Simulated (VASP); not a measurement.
Na2F: single point with PBE

Na2F:

```xyz
3
Lattice="3.3735 0.0000 0.0000 0.0000 3.3735 0.0000 0.0000 0.0000 5.3130" Properties=species:S:1:pos:R:3 pbc="T T T"
Na    0.0000    0.0000    0.0000
Na    1.6867    1.6867    2.6565
F     0.0000    0.0000    2.6565
```

```json
{
  "Program": "VASP 6.6.1",
  "Task": "single point",
  "Functional": "PBE",
  "Potentials or basis": "VASP PAW PBE potentials, release 64 (Na_pv, F)",
  "Cutoff": "520 eV",
  "k mesh": "14 × 14 × 10",
  "Occupations": "gaussian, width 0.1 eV",
  "Spin": "no spin polarisation"
}
```

| Property | Result |
| --- | --- |
| Pressure | -0.1 GPa |

Levels at points of the mesh, in eV from the Fermi level:
| k point | band 6 | band 7 | band 8 | band 9 | band 10 | band 11 | band 12 | band 13 | band 14 | band 15 |
| --- | --- | --- | --- | --- | --- | --- | --- | --- | --- | --- |
| (0.00, 0.00, 0.00) | -24.45 | -23.75 | -5.52 | -5.03 | -5.03 | -2.52 | 3.25 | 4.85 | 7.79 | 10.42 |
| (0.50, 0.00, 0.00) | -24.44 | -23.40 | -5.97 | -5.34 | -5.05 | 0.63 | 1.44 | 4.41 | 6.62 | 8.34 |
| (0.50, 0.50, 0.00) | -24.50 | -23.64 | -5.64 | -5.64 | -5.18 | 2.92 | 3.90 | 3.90 | 6.68 | 6.85 |
| (0.00, 0.00, 0.50) | -24.45 | -23.71 | -5.76 | -5.03 | -5.03 | -1.36 | 0.52 | 8.96 | 9.22 | 9.73 |
| (0.50, 0.00, 0.50) | -24.44 | -23.39 | -5.95 | -5.44 | -5.05 | 0.58 | 2.34 | 3.86 | 4.28 | 11.26 |
| (0.50, 0.50, 0.50) | -24.50 | -23.62 | -5.64 | -5.64 | -5.24 | 3.46 | 3.66 | 3.66 | 6.01 | 6.80 |

Run time: 74 s on 1 thread of Intel(R) Xeon(R) 6975P-C (Granite Rapids) (shared host), peak memory 0.31 GiB.

Caveat: an odd number of electrons without spin polarisation forces a metal; a magnetic or distorted state may lie lower.
